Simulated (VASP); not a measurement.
Input of a VASP 6.6.1 run:

The input INCAR:

```
SYSTEM = Cu
PREC = Accurate ; ENCUT = 520
EDIFF = 1E-6 ; ISMEAR = 0
SIGMA = 0.05 ; LREAL = Auto
LASPH = .True. ; NELM = 80
ALGO = Normal ; ISIF = 2
LWAVE = .False. ; LCHARG = .True.
LDIPOL = .True. ; IDIPOL = 3
DIPOL = 0.5 0.5 0.500 ; GGA = PE
LELF = .True. ; LVHAR = .True.
LVACPOTAV = .True. ; NBANDS = 96
```

KPOINTS

```
Automatic mesh
0
Gamma
  18 18 1
  0 0 0
```

The input POSCAR:

```
Cu
1.0
    2.5560000000      0.0000000000      0.0000000000
   -1.2780000000      2.2135609321      0.0000000000
    0.0000000000      0.0000000000     45.2180000000
Cu
15
Direct
    0.0000000000      0.0000000000      0.1769206953
    0.3333333333      0.6666666667      0.2230748817
    0.6666666667      0.3333333333      0.2692290681
    0.0000000000      0.0000000000      0.3153832545
    0.3333333333      0.6666666667      0.3615374408
    0.6666666667      0.3333333333      0.4076916272
    0.0000000000      0.0000000000      0.4538458136
    0.3333333333      0.6666666667      0.5000000000
    0.6666666667      0.3333333333      0.5461541864
    0.0000000000      0.0000000000      0.5923083728
    0.3333333333      0.6666666667      0.6384625592
    0.6666666667      0.3333333333      0.6846167455
    0.0000000000      0.0000000000      0.7307709319
    0.3333333333      0.6666666667      0.7769251183
    0.6666666667      0.3333333333      0.8230793047
```

Potentials or basis: VASP PAW PBE potentials, release 64 (Cu).

Run with:

```bash
$ cat potpaw_PBE.64/Cu/POTCAR > POTCAR
$ mpirun -np 1 vasp_std > vasp.out
```

(1) What does it give for the band gap on the k mesh?

(2) What does it give for the largest force?

## Answers

(1) zero (an odd number of electrons rules out a gap without spin polarisation).

(2) 0.035 eV/Å.
